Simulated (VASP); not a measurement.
## Ti3PO2: single point with PBE

The system is Ti3PO2.

```
Ti P O
1.0
     3.21416    0.00000    0.00000
    -1.60708    2.78354    0.00000
     0.00000    0.00000    8.12840
Ti P O
3 1 2
Cartesian
  0.0000 1.8557 5.7448
  1.6071 0.9278 2.3836
  0.0000 0.0000 0.0000
  0.0000 0.0000 4.0642
  0.0000 1.8557 1.1563
  1.6071 0.9278 6.9721
```

| Property | Result |
| --- | --- |
| Program | VASP 6.6.1 |
| Task | single point |
| Functional | PBE |
| Potentials or basis | VASP PAW PBE potentials, release 64 (Ti_sv, P, O) |
| Cutoff | 520 eV |
| k mesh | 8 × 8 × 3 |
| Occupations | fermi-dirac, width 0.05 eV |
| Spin | no spin polarisation |

```
Pressure               : -6.7 GPa
Largest force          : 0.073 eV/Å
Band gap on the k mesh : zero (an odd number of electrons rules out a gap without spin polarisation)
```

Forces in eV/Å, atoms in the order of the input:
```
Ti   0.000  0.000 -0.038
Ti   0.000  0.000  0.038
Ti   0.000  0.000  0.000
P    0.000  0.000  0.000
O    0.000  0.000 -0.073
O    0.000  0.000  0.073
```

Stress tensor (GPa, compression positive):
```
-6.51  0.00  0.00
 0.00 -6.51  0.00
 0.00  0.00 -7.12
```

Levels at points of the mesh, in eV from the Fermi level:
```
           k point  band 22  band 23  band 24  band 25  band 26  band 27  band 28  band 29  band 30  band 31
(0.00, 0.00, 0.00)    -3.58    -0.82    -0.81    -0.81    -0.71    -0.71    -0.13     0.18     0.21     0.21
(0.50, 0.00, 0.00)    -5.52    -3.81    -2.76    -1.84    -0.44     0.29     0.63     0.67     1.13     1.33
```

Wall time 52 s on 1 thread of Intel(R) Xeon(R) Platinum 8559C (Emerald Rapids), with other jobs on the host, peak memory 0.21 GiB.

Caveat: the cell stands under tension; an odd number of electrons without spin polarisation forces a metal; a magnetic or distorted state may lie lower.
